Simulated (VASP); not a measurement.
# Ti3H in VASP: a series of runs, part 2 of 2

VASP 6.6.1. The steps go on from the part before.

### 4 Single point, PBE

The input, INCAR:

```
PREC = Accurate ; ENCUT = 520
EDIFF = 1E-7 ; ISMEAR = 0
SIGMA = 0.1 ; LREAL = F
LASPH = T ; NELM = 80
ALGO = Normal ; ISIF = 2
LWAVE = F ; LCHARG = F
LDIPOL = T ; IDIPOL = 3
DIPOL = 0.5 0.5 0.334 ; GGA = PE
NBANDS = 26
```

The input, KPOINTS:

```
regular mesh
0
Gamma
  10 10 1
```

The input, POSCAR:

```
Ti3H
1.0
    2.8193504947      0.0000000000      0.0000000000
   -0.9397834982      2.6581091378      0.0000000000
    0.0000000000      0.0000000000     21.3259744853
Ti H
3 1
Direct
    0.5000000000      0.5000000000      0.1875646997
    0.0000000000      0.0000000000      0.2892724347
    0.5000000000      0.5000000000      0.3904147260
    1.0000000000      1.0000000000      0.4696608116
```

Potentials or basis: VASP PAW PBE potentials, release 64 (Ti_sv, H).

On the command line:

```console
$ cat potpaw_PBE.64/Ti_sv/POTCAR potpaw_PBE.64/H/POTCAR > POTCAR
$ mpirun -np 1 vasp_std > vasp.out
```

OUTCAR:

```text
PREC = Accurate
   ENCUT = 520
   EDIFF = 1E-7
   ISMEAR = 0
   LREAL = F
   LASPH = T
   NELM = 80
   ISIF = 2
   GGA = PE

 ion  position               nearest neighbor table
   1  0.500  0.500  0.188-   2 2.71   2 2.71
   2  0.000  0.000  0.289-   3 2.70   3 2.70   1 2.71   1 2.71
   3  0.500  0.500  0.390-   2 2.70   2 2.70
   4  0.000  0.000  0.470-

  LATTYP: Found a base centered orthorhombic cell.
 ALAT       =     3.2555055341
 B/A-ratio  =     1.4142135624
 C/A-ratio  =     6.5507412786

  Lattice vectors:

 A1 = (   2.8193504947,   0.0000000000,   0.0000000000)
 A2 = (  -0.9397834982,   2.6581091378,   0.0000000000)
 A3 = (   0.0000000000,   0.0000000000,  21.3259744853)

Analysis of symmetry for initial positions (statically):
=====================================================================
 Subroutine PRICEL returns:
 Original cell was already a primitive cell.

 Routine SETGRP: Setting up the symmetry group for a
 base centered orthorhombic supercell.

 Subroutine GETGRP returns: Found  4 space group operations
[... 178 lines left out ...]
 fundamental gap:      0.0213789772
 Fermi energy:        -0.4358697438

 k-point     1 :       0.0000    0.0000    0.0000
  band No.  band energies     occupation
      1     -57.2653      2.00000
      2     -57.0709      2.00000
      3     -56.6883      2.00000
      4     -33.6566      2.00000
      5     -33.4357      2.00000
      6     -33.2578      2.00000
[... 685 lines left out ...]
     25       2.3597      0.00000
     26       2.6548      0.00000

 [... further k-points ...]

------------------------ aborting loop because EDIFF is reached ----------------------------------------

 vacuum level on the upper side and lower side of the slab       (xc-potential included)         0.450        -0.677

  FORCE on cell =-STRESS in cart. coord.  units (eV):
  Direction    XX          YY          ZZ          XY          YZ          ZX
  --------------------------------------------------------------------------------------
  -------------------------------------------------------------------------------------
  Total       -1.6228694     -1.3158007     -2.2110552      0.4342607      0.0000000      0.0000000
  in kB      -16.2690944    -13.1907632    -22.1655960      4.3534177      0.0000000      0.0000000
  external PRESSURE =     -17.2084845 kB  Pullay stress =       0.0000000 kB

 VOLUME and BASIS-vectors are now :
 -----------------------------------------------------------------------------
  energy-cutoff  :      520.00
  volume of cell :      159.82
      direct lattice vectors                 reciprocal lattice vectors
     2.819350495  0.000000000  0.000000000     0.354691622  0.125402426  0.000000000
    -0.939783498  2.658109138  0.000000000     0.000000000  0.376207277  0.000000000
     0.000000000  0.000000000 21.325974485     0.000000000  0.000000000  0.046891175

 POSITION                                       TOTAL-FORCE (eV/Angst)
 -----------------------------------------------------------------------------------
      0.93978      1.32905      4.00000        -0.000000      0.000000     -0.037391
      0.00000      0.00000      6.16902        -0.000000      0.000000     -0.268949
      0.93978      1.32905      8.32597         0.000000      0.000000      2.038896
      0.00000      0.00000     10.01597         0.000000      0.000000     -1.732556
 -----------------------------------------------------------------------------------
    total drift:                               -0.000000     -0.000000     -0.000100

  FREE ENERGIE OF THE ION-ELECTRON SYSTEM (eV)
  ---------------------------------------------------
  free  energy   TOTEN  =       -25.1278698595 eV

  energy  without entropy=      -25.0841018084  energy(sigma->0) =      -25.10598583

 vacuum level on the upper side and lower side of the slab         4.871         3.714
```

Wall time 4.3 min (1 thread of Intel Xeon Platinum 8488C (Sapphire Rapids), shared host); peak memory 0.33 GiB.

Results:

```yaml
Free_energy: -25.1279 eV
Largest_force: 2.039 eV/Å
Band_gap_on_the_k_mesh: zero (an odd number of electrons rules out a gap without spin polarisation)
```

Forces on the atoms (eV/Å):
```
Ti   0.000  0.000 -0.037
Ti   0.000  0.000 -0.269
Ti   0.000  0.000  2.039
H    0.000  0.000 -1.733
```

Levels at points of the mesh, in eV from the Fermi level:
| k point | band 16 | band 17 | band 18 | band 19 | band 20 | band 21 | band 22 | band 23 |
| --- | --- | --- | --- | --- | --- | --- | --- | --- |
| (0.00, 0.00, 0.00) | -1.99 | -0.44 | -0.01 | 0.04 | 0.91 | 1.06 | 1.08 | 1.14 |
| (0.50, 0.00, 0.00) | -1.58 | -0.35 | -0.34 | -0.11 | 0.14 | 1.01 | 2.35 | 2.35 |
| (0.50, 0.50, 0.00) | -1.82 | -0.86 | -0.23 | 0.37 | 1.17 | 1.19 | 2.13 | 2.17 |

### 5 Single point, PBE

The input, INCAR:

```
SYSTEM = Ti3H
PREC = Accurate
ENCUT = 520
EDIFF = 1E-7
ISMEAR = 0
SIGMA = 0.1
LREAL = .FALSE.
LASPH = .TRUE.
NELM = 100
ALGO = Normal
ISIF = 2
LWAVE = .FALSE.
LCHARG = .FALSE.
LDIPOL = .TRUE.
IDIPOL = 3
DIPOL = 0.5 0.5 0.343
GGA = PE
NBANDS = 26
```

The input, KPOINTS:

```
regular mesh
0
G
  10 10 1
  0 0 0
```

POSCAR, as its differences from that of step 4:

```diff
@@ -11,2 +11,2 @@
     0.5000000000      0.5000000000      0.3904147260
-    1.0000000000      1.0000000000      0.4696608116
+    1.0000000000      1.0000000000      0.5062359281
```

On the command line:

```console
$ cat potpaw_PBE.64/Ti_sv/POTCAR potpaw_PBE.64/H/POTCAR > POTCAR
$ mpirun -np 1 vasp_std > vasp.out
```

It took 3.8 min on 1 thread of Intel Xeon Platinum 8488C (Sapphire Rapids), shared host; peak memory 0.34 GiB.

It converged, with:

```
Free energy            : -23.6965 eV
Largest force          : 1.834 eV/Å
Band gap on the k mesh : zero (an odd number of electrons rules out a gap without spin polarisation)
```

Forces in eV/Å, atoms in the order of the input:
```
Ti   0.000  0.000 -0.012
Ti   0.000  0.000 -0.164
Ti   0.000  0.000  1.834
H    0.000  0.000 -1.657
```

Levels at points of the mesh, in eV from the Fermi level:
| k point | band 17 | band 18 | band 19 | band 20 | band 21 | band 22 |
| --- | --- | --- | --- | --- | --- | --- |
| (0.00, 0.00, 0.00) | -0.43 | -0.01 | 0.05 | 0.91 | 1.03 | 1.09 |
| (0.50, 0.00, 0.00) | -0.34 | -0.32 | -0.10 | 0.14 | 0.95 | 2.16 |
| (0.50, 0.50, 0.00) | -0.85 | -0.21 | 0.60 | 1.20 | 1.26 | 2.03 |

### 6 Overview

| cell | gap on the mesh (eV) | largest force (eV/Å) |
| --- | --- | --- |
| as given, atomic positions A | none | 1.23 |
| as given, atomic positions B | none | 0.35 |
| as given, atomic positions C | none | 2.04 |
| as given, atomic positions D | none | 1.83 |

Alike in all rows: task single point; level PBE; potentials or basis VASP PAW PBE potentials, release 64 (Ti_sv, H); no spin polarisation; k mesh 10 × 10 × 1; cutoff (eV) 520; smearing gaussian 0.1 eV.

Absolute energies hang on the potentials; compare differences alone.
